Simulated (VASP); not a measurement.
Wanted: the native input for a VASP 6.6.1 run.

| Item | Value |
| --- | --- |
| Task | single point |
| Functional | PBE |
| Potentials or basis | VASP PAW PBE potentials, release 64 (Si, C) |
| Cutoff | 600 eV |
| k mesh | 10 × 10 × 10 |
| Occupations | gaussian, width 0.02 eV |
| Spin | no spin polarisation |
| Dipole correction | no |
| Further INCAR settings | ALGO = Normal; EDIFF = 1e-06; NBANDS = 11 |

The structure of SiC lies in POSCAR:

```
SiC
1.0
    0.0000000000      2.2536903960      2.2536903960
    2.2536903960      0.0000000000      2.2536903960
    2.2536903960      2.2536903960      0.0000000000
Si C
1 1
Direct
    0.0000000000      0.0000000000      0.0000000000
    0.2500000000      0.2500000000      0.2500000000
```

The input as run:

INCAR

```
PREC = Accurate
ENCUT = 600
EDIFF = 1E-6
ISMEAR = 0
SIGMA = 0.02
LREAL = False
LASPH = True
NELM = 120
ALGO = Normal
ISIF = 2
LWAVE = False
LCHARG = True
GGA = PE
LELF = True
LVHAR = True
NBANDS = 11
GGA_COMPAT = False
```

KPOINTS

```
Automatic mesh
0
Gamma
  10 10 10
```

Potentials or basis: VASP PAW PBE potentials, release 64 (Si, C).

The run is started by

```sh
$ cat potpaw_PBE.64/Si/POTCAR potpaw_PBE.64/C/POTCAR > POTCAR
$ mpirun -np 1 vasp_std > vasp.out
```

Results of the run:

```
Pressure               : -15.6 GPa
Band gap on the k mesh : 1.44 eV (least direct gap 4.43 eV)
```

Caveat: the cell stands under tension.

Wall time 10 s on 1 thread of Intel(R) Xeon(R) Platinum 8488C (Sapphire Rapids), with other jobs on the host, peak memory 0.15 GiB.
